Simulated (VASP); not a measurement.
# Re (P2_1/m) in VASP: a series of runs

Re is run at these levels: LDA; tasks: single point.

All numbers are computed with VASP 6.6.1; they aren't measurements. Logs are shortened: lines on timing, memory, paths and dates and some standing lists are left out, and cuts for length are marked.

### Step 1. The cell of the first run

The typed cell holds 2 atoms: a = 2.761 Å, b = 2.761 Å, c = 4.458 Å, α = 90.00°, β = 90.00°, γ = 120.00°.

### Step 2. Single point, LDA

Input file INCAR:

```
  PREC = Accurate
  ENCUT = 520
  EDIFF = 1E-6
  ISMEAR = -1
  SIGMA = 0.05
  LREAL = False
  LASPH = True
  NELM = 120
  ALGO = Normal
  ISIF = 2
  LWAVE = False
  LCHARG = False
  NBANDS = 14
  GGA_COMPAT = False
```

Input file KPOINTS:

```
Automatic mesh
0
Gamma
  9 9 5
```

Input file POSCAR:

```
Re
1.0
    2.7608000000      0.0000000000      0.0000000000
   -1.3804000000      2.3909229348      0.0000000000
    0.0000000000      0.0000000000      4.4582000000
Re
2
Direct
    0.4146249186      0.7909464469      0.2500000000
    1.2520416410      0.2090535804      0.7500000000
```

Potentials or basis: VASP PAW LDA potentials, release 64 (Re).

Command:

```bash
$ cat potpaw_LDA.64/Re/POTCAR > POTCAR
$ mpirun -np 1 vasp_std > vasp.out
```

OUTCAR:

```text
PREC = Accurate
   ENCUT = 520
   EDIFF = 1E-6
   ISMEAR = -1
   LREAL = False
   LASPH = True
   NELM = 120
   ISIF = 2

 ion  position               nearest neighbor table
   1  0.415  0.791  0.250-   2 2.65   2 2.65   2 2.65   2 2.65   2 3.00   2 3.00
   2  0.252  0.209  0.750-   1 2.65   1 2.65   1 2.65   1 2.65   1 3.00   1 3.00

  LATTYP: Found a hexagonal cell.
 ALAT       =     2.7608000000
 C/A-ratio  =     1.6148217908

  Lattice vectors:

 A1 = (   2.7608000000,   0.0000000000,   0.0000000000)
 A2 = (  -1.3804000000,   2.3909229348,   0.0000000000)
 A3 = (   0.0000000000,   0.0000000000,   4.4582000000)

Analysis of symmetry for initial positions (statically):
=====================================================================
 Subroutine PRICEL returns:
 Original cell was already a primitive cell.

 Routine SETGRP: Setting up the symmetry group for a
 hexagonal supercell.

 Subroutine GETGRP returns: Found  4 space group operations
 (whereof  1 operations were pure point group operations)
 out of a pool of 24 trial point group operations.

The static configuration has the point symmetry C_1 .
 The point group associated with its full space group is C_2h.

Analysis of symmetry for dynamics (positions and initial velocities):
=====================================================================
 Subroutine PRICEL returns:
 Original cell was already a primitive cell.

 Routine SETGRP: Setting up the symmetry group for a
 hexagonal supercell.

 Subroutine GETGRP returns: Found  4 space group operations
 (whereof  1 operations were pure point group operations)
 out of a pool of 24 trial point group operations.

The dynamic configuration has the point symmetry C_1 .
 The point group associated with its full space group is C_2h.

 Subroutine INISYM returns: Found  4 space group operations
 (whereof  1 operations are pure point group operations),
 and found     1 'primitive' translations

----------------------------------------------------------------------------------------

                                     Primitive cell

  volume of cell :      29.4280

  direct lattice vectors                    reciprocal lattice vectors
     2.760800000  0.000000000  0.000000000     0.362213851  0.209124264  0.000000000
    -1.380400000  2.390922935  0.000000000     0.000000000  0.418248529  0.000000000
     0.000000000  0.000000000  4.458200000     0.000000000  0.000000000  0.224305774

  length of vectors
[... 92 lines left out ...]
   PSTRESS=    0.0 pullay stress
   NELECT =      14.0000    total number of electrons
   NUPDOWN=      -1.0000    fix difference up-down
   EMIN   =  10.00;   EMAX   =-10.00  energy-range for DOS
   EFERMI =   0.00;   METHOD = LEGACY
   ISMEAR =    -1;   SIGMA  =   0.05  broadening in eV -4-tet -1-fermi 0-gaus
   EFERMI_NEDOS =   21; number of points for ismear=-14 and -15
   IALGO  =     38    algorithm
   IMIX   =      4    mixing-type and parameters
     AMIX     =   0.40;   BMIX     =  1.00
     AMIX_MAG =   1.60;   BMIX_MAG =  1.00
  volume/ion in A,a.u.               =      14.71        99.29
  Fermi-wavevector in a.u.,A,eV,Ry     =   1.278000  2.415070 22.222174  1.633284
  Thomas-Fermi vector in A             =   2.410568
   LORBIT       =      0    0 simple, 1 ext, 2 COOP (PROOUT), +10 PAW based schemes
   GGA     = CA    functional components
   LHFCALC =     F    Hartree Fock is set to
   AEXX    =    0.0000 exact exchange contribution
   IVDW    =     0    specifies the selected vdW correction
   LEPSILON=     F    determine dielectric tensor
   LRPA    =     F    only Hartree local field effects (RPA)
 non-spin polarized calculation
  energy-cutoff  :      520.00
  volume of cell :       29.43
 maximum number of plane-waves:       814
 NGX is ok and might be reduce to    24
   NGX = 11   NGY = 11   NGZ = 17

 number of electron      14.0000000 magnetization

 Free energy of the ion-electron system (eV)
  ---------------------------------------------------
  ext. energy  EPLUGINS =         0.00000000
  ---------------------------------------------------
  free energy    TOTEN  =       -27.19296479 eV

  energy without entropy =      -27.17669424  energy(sigma->0) =      -27.18482952

 E-fermi :   8.0936     XC(G=0): -13.8333

 val. band max:        8.0922467397   @ k =   0.2222   0.1111   0.0000
 cond. band min:       8.0954214930   @ k =  -0.1111   0.3333   0.2000
 fundamental gap:      0.0031747533
 Fermi energy:         8.0935846008

 k-point     1 :       0.0000    0.0000    0.0000
  band No.  band energies     occupation
      1      -1.9346      2.00000
      2       1.2817      2.00000
      3       5.1800      2.00000
      4       5.9663      2.00000
      5       6.7980      2.00000
      6       6.9302      2.00000
      7       7.5482      1.99996
      8       7.5539      1.99996
      9       8.5754      0.00013
     10       9.3621      0.00000
     11       9.7375      0.00000
     12      12.8531      0.00000
     13      18.3157      0.00000
     14      21.7925      0.00000
[... 377 lines left out ...]
      1       2.3580      2.00000
      2       2.8941      2.00000
      3       3.7149      2.00000
      4       5.2184      2.00000
      5       5.5815      2.00000
      6       6.4045      2.00000
      7       6.5455      2.00000
      8       9.4826      0.00000
      9      10.4891      0.00000
     10      10.8946      0.00000
     11      12.8664      0.00000
     12      16.8871      0.00000
     13      18.4523      0.00000
     14      20.5491      0.00000

 [... further k-points ...]

------------------------ aborting loop because EDIFF is reached ----------------------------------------

  FORCE on cell =-STRESS in cart. coord.  units (eV):
  Direction    XX          YY          ZZ          XY          YZ          ZX
  --------------------------------------------------------------------------------------
  -------------------------------------------------------------------------------------
  Total       -1.8588025      0.0596840     -1.0189457     -1.6548185      0.0000000      0.0000000
  in kB     -101.2007538      3.2494373    -55.4755390    -90.0950396      0.0000000      0.0000000
  external PRESSURE =     -51.1422852 kB  Pullay stress =       0.0000000 kB

 VOLUME and BASIS-vectors are now :
 -----------------------------------------------------------------------------
  energy-cutoff  :      520.00
  volume of cell :       29.43
      direct lattice vectors                 reciprocal lattice vectors
     2.760800000  0.000000000  0.000000000     0.362213851  0.209124264  0.000000000
    -1.380400000  2.390922935  0.000000000     0.000000000  0.418248529  0.000000000
     0.000000000  0.000000000  4.458200000     0.000000000  0.000000000  0.224305774

 POSITION                                       TOTAL-FORCE (eV/Angst)
 -----------------------------------------------------------------------------------
      0.05287      1.89109      1.11455         1.170983      0.672394      0.000000
      0.40726      0.49983      3.34365        -1.170983     -0.672394      0.000000
 -----------------------------------------------------------------------------------
    total drift:                                0.000000      0.000000     -0.000000

  FREE ENERGIE OF THE ION-ELECTRON SYSTEM (eV)
  ---------------------------------------------------
  free  energy   TOTEN  =       -27.1929647870 eV

  energy  without entropy=      -27.1766942446  energy(sigma->0) =      -27.18482952
```

stdout:

```text
POSCAR found type information on POSCAR Re
 POSCAR found :  1 types and       2 ions
 scaLAPACK will be used
 LDA part: xc-table for (Slater(with rela. corr.)+CA(PZ))
 , standard interpolation
 POSCAR, INCAR and KPOINTS ok, starting setup
 FFT: planning ... GRIDC
 FFT: planning ... GRID_SOFT
 FFT: planning ... GRID
 WAVECAR not read
 entering main loop
```

Run time: 49 s. Hardware: 1 thread of Intel Xeon 8259CL, shared host; peak memory 0.17 GiB.

What came out:

```
Free energy            : -27.1930 eV
Pressure               : -5.1 GPa
Largest force          : 1.350 eV/Å
Band gap on the k mesh : zero (bands 7 and 8 overlap by 3.00 eV)
```

Forces in eV/Å, atoms in the order of the input:
```
Re   1.171  0.672  0.000
Re  -1.171 -0.672  0.000
```

Stress tensor (GPa, compression positive):
```
-10.12  -9.01   0.00
 -9.01   0.32   0.00
  0.00   0.00  -5.55
```

Caveat: the stress differs along the axes, from -10 to 0 GPa; spin-orbit coupling is left out, which moves the levels of the heavy elements; forces of over 1 eV/Å act on the atoms, so gaps and moduli don't describe the material at rest.

### Step 3. Single point, LDA

Input file INCAR:

```
SYSTEM = Re
ALGO = Normal ; EDIFF = 1E-6
ENCUT = 520 ; GGA = CA
GGA_COMPAT = .FALSE. ; ISIF = 2
ISMEAR = -1 ; LASPH = .TRUE.
LCHARG = .FALSE. ; LREAL = .FALSE.
LWAVE = .FALSE. ; NBANDS = 14
NELM = 120 ; PREC = Accurate
SIGMA = 0.05
```

Input file KPOINTS:

```
k-points
0
G
  9 9 5
  0 0 0
```

Input file POSCAR:

```
Re
1.0
    2.7608000000      0.0000000000      0.0000000000
   -1.3804000000      2.3909229348      0.0000000000
    0.0000000000      0.0000000000      4.4582000000
Re
2
Direct
    0.3739479616      0.7289072243      0.2500000000
    1.4593849347      0.2710923847      0.7500000000
```

Potentials or basis: VASP PAW LDA potentials, release 64 (Re).

Command:

```bash
$ cat potpaw_LDA.64/Re/POTCAR > POTCAR
$ mpirun -np 1 vasp_std > vasp.out
```

It took 54 s on 1 thread of Intel Xeon 8259CL, shared host; peak memory 0.17 GiB.

The run converged. Its results:

```yaml
Free_energy: -26.8992 eV
Pressure: -2.4 GPa
Largest_force: 1.716 eV/Å
Band_gap_on_the_k_mesh: zero (bands 7 and 8 overlap by 3.37 eV)
```

Forces on the atoms (eV/Å):
```
Re  -1.485 -0.860  0.000
Re   1.485  0.860  0.000
```

Stress tensor (GPa, compression positive):
```
-11.47 -12.16   0.00
-12.16   2.55   0.00
  0.00   0.00   1.76
```

Levels at points of the mesh, in eV from the Fermi level:
```
           k point  band 3  band 4  band 5  band 6  band 7  band 8  band 9  band 10  band 11  band 12
(0.00, 0.00, 0.00)   -3.61   -2.47   -1.72   -1.32   -0.66   -0.59    0.20     0.45     2.03     4.96
```

Caveat: the stress differs along the axes, from -11 to 3 GPa; spin-orbit coupling is left out, which moves the levels of the heavy elements; forces of over 1 eV/Å act on the atoms, so gaps and moduli don't describe the material at rest.

The gap in the log of VASP goes by the Fermi energy; the results here count the filled bands.